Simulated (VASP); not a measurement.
A run of VASP 6.6.1:

INCAR

```
SYSTEM = KBr
ALGO     = Normal         ! electronic algorithm
EDIFF    = 1E-8           ! SCF threshold, eV
ENCUT    = 600            ! plane-wave cutoff, eV
GGA      = PE             ! functional
IBRION   = 6              ! ionic algorithm
ISIF     = 3              ! what is computed and relaxed
ISMEAR   = 0              ! smearing method
LASPH    = .True.         ! aspherical terms in the spheres
LCHARG   = .False.        ! write CHGCAR
LREAL    = .False.        ! projectors in reciprocal space
LWAVE    = .False.        ! write WAVECAR
NELM     = 100            ! most SCF steps
NFREE    = 2            
NSW      = 1              ! ionic steps
POTIM    = 0.015          ! step
PREC     = Accurate       ! precision mode
SIGMA    = 0.01           ! smearing width, eV
```

File KPOINTS:

```
k-points
0
Gamma
  6 6 6
  0 0 0
```

Contents of POSCAR:

```
KBr
1.0
    0.0000000000      3.2834000000      3.2834000000
    3.2834000000      0.0000000000      3.2834000000
    3.2834000000      3.2834000000      0.0000000000
K Br
1 1
Direct
    0.0000000000      0.0000000000      0.0000000000
    0.5000000000      0.5000000000      0.5000000000
```

Potentials or basis: VASP PAW PBE potentials, release 64 (K_sv, Br).

Launch:

```bash
$ cat potpaw_PBE.64/K_sv/POTCAR potpaw_PBE.64/Br/POTCAR > POTCAR
$ mpirun -np 1 vasp_std > vasp.out
```

Hardware: 1 thread of AMD EPYC 9R45 (Zen 5), on a shared host.

**Question.** How long does it take, and how much memory?

**Answer.** Wall time 7.2 min on 1 thread of AMD EPYC 9R45 (Zen 5), on a shared host, peak memory 0.27 GiB. Counts: scf iterations 197, k points 16.
